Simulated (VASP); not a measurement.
# HfN (Fm-3m) in VASP: further runs

Runs on HfN. Level: PBE. Tasks: single point, relaxation of cell and atoms.

Program: VASP 6.6.1. These are calculated values, not measurements. Logs are shortened: lines on timing, memory, paths and dates and some standing lists are left out, and cuts for length are marked.

**1. The cell of the first run**

The structure is cubic, space group Fm-3m (No. 225). Conventional cell: a = 4.548 Å, b = 4.548 Å, c = 4.548 Å, α = 90.00°, β = 90.00°, γ = 90.00°. Within 3.0 Å of Hf (site symmetry m-3m) lie 6 N at 2.27 Å. N (site symmetry m-3m) has 6 Hf at 2.27 Å within 3.0 Å.

**2. Single point, PBE**

INCAR

```
  PREC = Accurate
  ENCUT = 520
  EDIFF = 1E-6
  ISMEAR = -1
  SIGMA = 0.02
  LREAL = F
  LASPH = T
  NELM = 80
  ALGO = Normal
  ISIF = 2
  LWAVE = F
  LCHARG = F
  GGA = PE
  NBANDS = 14
```

KPOINTS

```
regular mesh
0
Gamma
  11 11 11
```

POSCAR

```
HfN
1.0
    0.0000000000      2.2740609709      2.2740609709
    2.2740609709      0.0000000000      2.2740609709
    2.2740609709      2.2740609709      0.0000000000
Hf N
1 1
Direct
    0.0000000000      0.0000000000      0.0000000000
    0.5000000000      0.5000000000      0.5000000000
```

Potentials or basis: VASP PAW PBE potentials, release 64 (Hf_pv, N).

Launch:

```bash
cat potpaw_PBE.64/Hf_pv/POTCAR potpaw_PBE.64/N/POTCAR > POTCAR
mpirun -np 1 vasp_std > vasp.out
```

OUTCAR:

```text
PREC = Accurate
   ENCUT = 520
   EDIFF = 1E-6
   ISMEAR = -1
   LREAL = F
   LASPH = T
   NELM = 80
   ISIF = 2
   GGA = PE

 ion  position               nearest neighbor table
   1  0.000  0.000  0.000-   2 2.27   2 2.27   2 2.27   2 2.27   2 2.27   2 2.27
   2  0.500  0.500  0.500-   1 2.27   1 2.27   1 2.27   1 2.27   1 2.27   1 2.27

  LATTYP: Found a face centered cubic cell.
 ALAT       =     4.5481219418

  Lattice vectors:

 A1 = (   0.0000000000,   2.2740609709,   2.2740609709)
 A2 = (   2.2740609709,   0.0000000000,   2.2740609709)
 A3 = (   2.2740609709,   2.2740609709,   0.0000000000)

Analysis of symmetry for initial positions (statically):
=====================================================================
 Subroutine PRICEL returns:
 Original cell was already a primitive cell.

 Routine SETGRP: Setting up the symmetry group for a
 face centered cubic supercell.

 Subroutine GETGRP returns: Found 48 space group operations
 (whereof 48 operations were pure point group operations)
 out of a pool of 48 trial point group operations.

The static configuration has the point symmetry O_h .

Analysis of symmetry for dynamics (positions and initial velocities):
=====================================================================
 Subroutine PRICEL returns:
 Original cell was already a primitive cell.

 Routine SETGRP: Setting up the symmetry group for a
 face centered cubic supercell.

 Subroutine GETGRP returns: Found 48 space group operations
 (whereof 48 operations were pure point group operations)
 out of a pool of 48 trial point group operations.

The dynamic configuration has the point symmetry O_h .

 Subroutine INISYM returns: Found 48 space group operations
 (whereof 48 operations are pure point group operations),
 and found     1 'primitive' translations

----------------------------------------------------------------------------------------

                                     Primitive cell

  volume of cell :      23.5199

  direct lattice vectors                    reciprocal lattice vectors
     0.000000000  2.274060971  2.274060971    -0.219870974  0.219870974  0.219870974
     2.274060971  0.000000000  2.274060971     0.219870974 -0.219870974  0.219870974
     2.274060971  2.274060971  0.000000000     0.219870974  0.219870974 -0.219870974

  length of vectors
     3.216007867  3.216007867  3.216007867     0.380827698  0.380827698  0.380827698

  position of ions in fractional coordinates (direct lattice)
     0.000000000  0.000000000  0.000000000
     0.500000000  0.500000000  0.500000000

  ion indices of the primitive-cell ions
   primitive index   ion index
                 1           1
                 2           2

----------------------------------------------------------------------------------------

 KPOINTS: regular mesh

Automatic generation of k-mesh.
 Grid dimensions read from file:
 generate k-points for:   11   11   11

 Generating k-lattice:

  Cartesian coordinates                     Fractional coordinates (reciprocal lattice)
    -0.019988270  0.019988270  0.019988270     0.090909091  0.000000000  0.000000000
     0.019988270 -0.019988270  0.019988270     0.000000000  0.090909091  0.000000000
     0.019988270  0.019988270 -0.019988270     0.000000000  0.000000000  0.090909091

  Length of vectors
     0.034620700  0.034620700  0.034620700

  Shift w.r.t. Gamma in fractional coordinates (k-lattice)
     0.000000000  0.000000000  0.000000000

 Subroutine IBZKPT returns following result:
 ===========================================

 Found     56 irreducible k-points:

 Following reciprocal coordinates:
            Coordinates               Weight
  0.000000  0.000000  0.000000      1.000000
  0.090909  0.000000  0.000000      8.000000
  0.181818  0.000000  0.000000      8.000000
  0.272727  0.000000  0.000000      8.000000
  0.363636  0.000000  0.000000      8.000000
  0.454545  0.000000  0.000000      8.000000
[... 16 lines left out ...]
 -0.272727  0.181818  0.000000     24.000000
 -0.181818  0.181818  0.000000     12.000000
 [... further k-points ...]
   k-points           NKPTS =     56   k-points in BZ     NKDIM =     56   number of bands    NBANDS=     14
   number of dos      NEDOS =    301   number of ions     NIONS =      2
   total plane-waves  NPLWV =  13824
   dimension x,y,z NGX =    24 NGY =   24 NGZ =   24
   dimension x,y,z NGXF=    48 NGYF=   48 NGZF=   48
   ions per type =               1   1
   NGX,Y,Z   is equivalent  to a cutoff of  12.41, 12.41, 12.41 a.u.
   NGXF,Y,Z  is equivalent  to a cutoff of  24.81, 24.81, 24.81 a.u.
 SYSTEM =  unknown system
   PREC   = accura    normal or accurate (medium, high low for compatibility)
   ISTART =      0    job   : 0-new  1-cont  2-samecut
   ICHARG =      2    charge: 1-file 2-atom 10-const
   ISPIN  =      1    spin polarized calculation?
   LNONCOLLINEAR =      F non collinear calculations
   LSORBIT =      F    spin-orbit coupling
   LASPH  =      T    aspherical Exc in radial PAW
   ENCUT  =  520.0 eV  38.22 Ry    6.18 a.u.   5.98  5.98  5.98*2*pi/ulx,y,z
   NELM   =     80;   NELMIN=  2; NELMDL= -5     # of ELM steps
   EDIFF  = 0.1E-05   stopping-criterion for ELM
   LREAL  =      F    real-space projection
   EDIFFG = 0.1E-04   stopping-criterion for IOM
   NSW    =      0    number of steps for IOM
   IBRION =     -1    ionic relax: 0-MD 1-quasi-New 2-CG
   NFREE  =      0    steps in history (QN), initial steepest desc. (CG)
   ISIF   =      2    stress and relaxation
   ISYM   =      2    0-nonsym 1-usesym 2-fastsym
   POTIM  = 0.5000    time-step for ionic-motion
   TEBEG  =    0.0;   TEEND  =   0.0 temperature during run
   PSTRESS=    0.0 pullay stress
   NELECT =      15.0000    total number of electrons
   NUPDOWN=      -1.0000    fix difference up-down
   EMIN   =  10.00;   EMAX   =-10.00  energy-range for DOS
   EFERMI =   0.00;   METHOD = LEGACY
   ISMEAR =    -1;   SIGMA  =   0.02  broadening in eV -4-tet -1-fermi 0-gaus
   EFERMI_NEDOS =   21; number of points for ismear=-14 and -15
   IALGO  =     38    algorithm
   IMIX   =      4    mixing-type and parameters
     AMIX     =   0.40;   BMIX     =  1.00
     AMIX_MAG =   1.60;   BMIX_MAG =  1.00
  volume/ion in A,a.u.               =      11.76        79.36
  Fermi-wavevector in a.u.,A,eV,Ry     =   1.409158  2.662923 27.017461  1.985727
  Thomas-Fermi vector in A             =   2.531243
   LORBIT       =      0    0 simple, 1 ext, 2 COOP (PROOUT), +10 PAW based schemes
   GGA     = PE    functional components
[... 5 lines left out ...]
 non-spin polarized calculation
  energy-cutoff  :      520.00
  volume of cell :       23.52
 maximum number of plane-waves:       642
   NGX = 11   NGY = 11   NGZ = 11

 number of electron      15.0000000 magnetization

 Free energy of the ion-electron system (eV)
  ---------------------------------------------------
  ext. energy  EPLUGINS =         0.00000000
  ---------------------------------------------------
  free energy    TOTEN  =       -21.75053105 eV

  energy without entropy =      -21.74941962  energy(sigma->0) =      -21.74997533

 E-fermi :   8.1505     XC(G=0): -12.6281

 val. band max:        8.1464899081   @ k =   0.4545   0.1818   0.0000
 cond. band min:       8.1939468776   @ k =  -0.0909   0.0909   0.0000
 fundamental gap:      0.0474569695
 Fermi energy:         8.1504553159

 k-point     1 :       0.0000    0.0000    0.0000
  band No.  band energies     occupation
      1     -23.0264      2.00000
      2     -23.0264      2.00000
      3     -23.0264      2.00000
      4      -9.1813      2.00000
      5       5.2072      2.00000
      6       5.2072      2.00000
      7       5.2072      2.00000
      8       7.8710      2.00000
      9       7.8710      2.00000
     10       7.8710      2.00000
     11       9.8170      0.00000
     12      10.1271      0.00000
     13      10.1271      0.00000
     14      17.7231      0.00000

 k-point     2 :       0.0909    0.0000    0.0000
  band No.  band energies     occupation
      1     -23.1034      2.00000
      2     -23.0330      2.00000
      3     -23.0330      2.00000
      4      -9.0005      2.00000
      5       4.4280      2.00000
      6       4.7599      2.00000
      7       4.7599      2.00000
      8       8.0588      1.97976
      9       8.1372      1.31957
     10       8.1372      1.31957
     11      10.4140      0.00000
     12      10.7276      0.00000
     13      10.7276      0.00000
     14      18.3446      0.00000

 k-point     3 :       0.1818    0.0000    0.0000
  band No.  band energies     occupation
      1     -23.3035      2.00000
      2     -23.0505      2.00000
      3     -23.0505      2.00000
      4      -8.5041      2.00000
      5       2.9510      2.00000
      6       3.8900      2.00000
      7       3.8900      2.00000
      8       8.3669      0.00004
      9       8.8091      0.00000
     10       8.8091      0.00000
     11      11.7043      0.00000
     12      12.1352      0.00000
     13      12.1352      0.00000
     14      19.8965      0.00000
[... 324 lines left out ...]
 k-point    23 :      -0.2727    0.1818    0.0000
  band No.  band energies     occupation
      1     -23.6644      2.00000
      2     -23.2775      2.00000
      3     -23.0905      2.00000
      4      -7.2708      2.00000
      5       0.6261      2.00000
      6       2.4429      2.00000
      7       3.0047      2.00000
      8       9.5612      0.00000
      9      10.0786      0.00000
     10      11.6454      0.00000
     11      12.4091      0.00000
     12      15.2622      0.00000
     13      16.4116      0.00000
     14      20.0436      0.00000

 k-point    24 :      -0.1818    0.1818    0.0000
  band No.  band energies     occupation
      1     -23.5250      2.00000
      2     -23.2106      2.00000
      3     -23.0596      2.00000
      4      -7.7274      2.00000
      5       1.3144      2.00000
      6       2.7656      2.00000
      7       3.4736      2.00000
      8       9.0361      0.00000
      9       9.2543      0.00000
     10      11.1728      0.00000
     11      11.3526      0.00000
     12      14.2267      0.00000
     13      15.1960      0.00000
     14      20.3192      0.00000

 [... further k-points ...]
[... 5 lines left out ...]
  --------------------------------------------------------------------------------------
  -------------------------------------------------------------------------------------
  Total       -0.3427523     -0.3427523     -0.3427523      0.0000000      0.0000000     -0.0000000
  in kB      -23.3482680    -23.3482680    -23.3482680      0.0000000      0.0000000     -0.0000000
  external PRESSURE =     -23.3482680 kB  Pullay stress =       0.0000000 kB

 VOLUME and BASIS-vectors are now :
 -----------------------------------------------------------------------------
  energy-cutoff  :      520.00
  volume of cell :       23.52
      direct lattice vectors                 reciprocal lattice vectors
     0.000000000  2.274060971  2.274060971    -0.219870974  0.219870974  0.219870974
     2.274060971  0.000000000  2.274060971     0.219870974 -0.219870974  0.219870974
     2.274060971  2.274060971  0.000000000     0.219870974  0.219870974 -0.219870974

 POSITION                                       TOTAL-FORCE (eV/Angst)
 -----------------------------------------------------------------------------------
      0.00000      0.00000      0.00000         0.000000      0.000000      0.000000
      2.27406      2.27406      2.27406        -0.000000     -0.000000     -0.000000
 -----------------------------------------------------------------------------------
    total drift:                                0.000000     -0.000000     -0.000000

  FREE ENERGIE OF THE ION-ELECTRON SYSTEM (eV)
  ---------------------------------------------------
  free  energy   TOTEN  =       -21.7505310469 eV

  energy  without entropy=      -21.7494196164  energy(sigma->0) =      -21.74997533
```

Wall time 5.7 s (1 thread of Intel Xeon 6975P-C (Granite Rapids), shared host); peak memory 0.15 GiB.

What came out:

- Free energy: -21.7505 eV
- Pressure: -2.3 GPa

Caveat: spin-orbit coupling is left out, which moves the levels of the heavy elements.

**3. Single point, PBE**

INCAR

```
SYSTEM = HfN
PREC = Accurate ; ENCUT = 520
EDIFF = 1E-6 ; ISMEAR = -1
SIGMA = 0.02 ; LREAL = .False.
LASPH = .True. ; NELM = 100
ALGO = Normal ; ISIF = 2
LWAVE = .False. ; LCHARG = .False.
GGA = PE ; NBANDS = 14
```

KPOINTS

```
Automatic mesh
0
Gamma
  11 11 11
  0 0 0
```

POSCAR is that of step 2.

Potentials or basis: VASP PAW PBE potentials, release 64 (Hf_pv, N).

Launch:

```bash
cat potpaw_PBE.64/Hf_pv/POTCAR potpaw_PBE.64/N/POTCAR > POTCAR
mpirun -np 1 vasp_std > vasp.out
```

OUTCAR:

```text
SYSTEM = HfN
   PREC = Accurate
   ENCUT = 520
   EDIFF = 1E-6
   ISMEAR = -1
   LREAL = .False.
   LASPH = .True.
   NELM = 100
   ISIF = 2
   GGA = PE

 ion  position               nearest neighbor table
   1  0.000  0.000  0.000-   2 2.27   2 2.27   2 2.27   2 2.27   2 2.27   2 2.27
   2  0.500  0.500  0.500-   1 2.27   1 2.27   1 2.27   1 2.27   1 2.27   1 2.27

  LATTYP: Found a face centered cubic cell.
 ALAT       =     4.5481219418

  Lattice vectors:

 A1 = (   0.0000000000,   2.2740609709,   2.2740609709)
 A2 = (   2.2740609709,   0.0000000000,   2.2740609709)
 A3 = (   2.2740609709,   2.2740609709,   0.0000000000)

Analysis of symmetry for initial positions (statically):
=====================================================================
 Subroutine PRICEL returns:
 Original cell was already a primitive cell.

 Routine SETGRP: Setting up the symmetry group for a
 face centered cubic supercell.

 Subroutine GETGRP returns: Found 48 space group operations
 (whereof 48 operations were pure point group operations)
 out of a pool of 48 trial point group operations.

The static configuration has the point symmetry O_h .

Analysis of symmetry for dynamics (positions and initial velocities):
=====================================================================
 Subroutine PRICEL returns:
 Original cell was already a primitive cell.

 Routine SETGRP: Setting up the symmetry group for a
 face centered cubic supercell.

 Subroutine GETGRP returns: Found 48 space group operations
 (whereof 48 operations were pure point group operations)
 out of a pool of 48 trial point group operations.

The dynamic configuration has the point symmetry O_h .

 Subroutine INISYM returns: Found 48 space group operations
 (whereof 48 operations are pure point group operations),
 and found     1 'primitive' translations

----------------------------------------------------------------------------------------

                                     Primitive cell

  volume of cell :      23.5199
[... 108 lines left out ...]
     AMIX     =   0.40;   BMIX     =  1.00
     AMIX_MAG =   1.60;   BMIX_MAG =  1.00
  volume/ion in A,a.u.               =      11.76        79.36
  Fermi-wavevector in a.u.,A,eV,Ry     =   1.409158  2.662923 27.017461  1.985727
  Thomas-Fermi vector in A             =   2.531243
   LORBIT       =      0    0 simple, 1 ext, 2 COOP (PROOUT), +10 PAW based schemes
   GGA     = PE    functional components
[... 5 lines left out ...]
 non-spin polarized calculation
  energy-cutoff  :      520.00
  volume of cell :       23.52
 maximum number of plane-waves:       642
   NGX = 11   NGY = 11   NGZ = 11

 number of electron      15.0000000 magnetization

 Free energy of the ion-electron system (eV)
  ---------------------------------------------------
  ext. energy  EPLUGINS =         0.00000000
  ---------------------------------------------------
  free energy    TOTEN  =       -21.75053105 eV

  energy without entropy =      -21.74941962  energy(sigma->0) =      -21.74997533

 E-fermi :   8.1505     XC(G=0): -12.6281

 val. band max:        8.1464899081   @ k =   0.4545   0.1818   0.0000
 cond. band min:       8.1939468776   @ k =  -0.0909   0.0909   0.0000
 fundamental gap:      0.0474569695
 Fermi energy:         8.1504553159

 k-point     1 :       0.0000    0.0000    0.0000
  band No.  band energies     occupation
      1     -23.0264      2.00000
      2     -23.0264      2.00000
      3     -23.0264      2.00000
      4      -9.1813      2.00000
      5       5.2072      2.00000
      6       5.2072      2.00000
      7       5.2072      2.00000
      8       7.8710      2.00000
      9       7.8710      2.00000
     10       7.8710      2.00000
     11       9.8170      0.00000
     12      10.1271      0.00000
     13      10.1271      0.00000
     14      17.7231      0.00000
[... 377 lines left out ...]
      1     -23.5250      2.00000
      2     -23.2106      2.00000
      3     -23.0596      2.00000
      4      -7.7274      2.00000
      5       1.3144      2.00000
      6       2.7656      2.00000
      7       3.4736      2.00000
      8       9.0361      0.00000
      9       9.2543      0.00000
     10      11.1728      0.00000
     11      11.3526      0.00000
     12      14.2267      0.00000
     13      15.1960      0.00000
     14      20.3192      0.00000

 [... further k-points ...]
[... 5 lines left out ...]
  --------------------------------------------------------------------------------------
  -------------------------------------------------------------------------------------
  Total       -0.3427523     -0.3427523     -0.3427523      0.0000000      0.0000000     -0.0000000
  in kB      -23.3482680    -23.3482680    -23.3482680      0.0000000      0.0000000     -0.0000000
  external PRESSURE =     -23.3482680 kB  Pullay stress =       0.0000000 kB

 VOLUME and BASIS-vectors are now :
 -----------------------------------------------------------------------------
  energy-cutoff  :      520.00
  volume of cell :       23.52
      direct lattice vectors                 reciprocal lattice vectors
     0.000000000  2.274060971  2.274060971    -0.219870974  0.219870974  0.219870974
     2.274060971  0.000000000  2.274060971     0.219870974 -0.219870974  0.219870974
     2.274060971  2.274060971  0.000000000     0.219870974  0.219870974 -0.219870974

 POSITION                                       TOTAL-FORCE (eV/Angst)
 -----------------------------------------------------------------------------------
      0.00000      0.00000      0.00000         0.000000      0.000000      0.000000
      2.27406      2.27406      2.27406        -0.000000     -0.000000     -0.000000
 -----------------------------------------------------------------------------------
    total drift:                                0.000000     -0.000000     -0.000000

  FREE ENERGIE OF THE ION-ELECTRON SYSTEM (eV)
  ---------------------------------------------------
  free  energy   TOTEN  =       -21.7505310469 eV

  energy  without entropy=      -21.7494196164  energy(sigma->0) =      -21.74997533
```

stdout:

```text
POSCAR found type information on POSCAR HfN
 POSCAR found :  2 types and       2 ions
 scaLAPACK will be used
 LDA part: xc-table for (Slater+PW92), standard interpolation
 POSCAR, INCAR and KPOINTS ok, starting setup
 FFT: planning ... GRIDC
 FFT: planning ... GRID_SOFT
 FFT: planning ... GRID
 WAVECAR not read
 entering main loop
```

Run time: 5.7 s. Hardware: 1 thread of Intel Xeon 6975P-C (Granite Rapids), shared host; peak memory 0.15 GiB.

Results:

```
Free energy : -21.7505 eV
Pressure    : -2.3 GPa
```

Levels at points of the mesh, in eV from the Fermi level:
```
           k point  band 6  band 7  band 8  band 9  band 10  band 11
(0.00, 0.00, 0.00)   -2.94   -2.94   -0.28   -0.28    -0.28     1.67
```

Caveat: spin-orbit coupling is left out, which moves the levels of the heavy elements.

(Continued in part 2 of 3.)
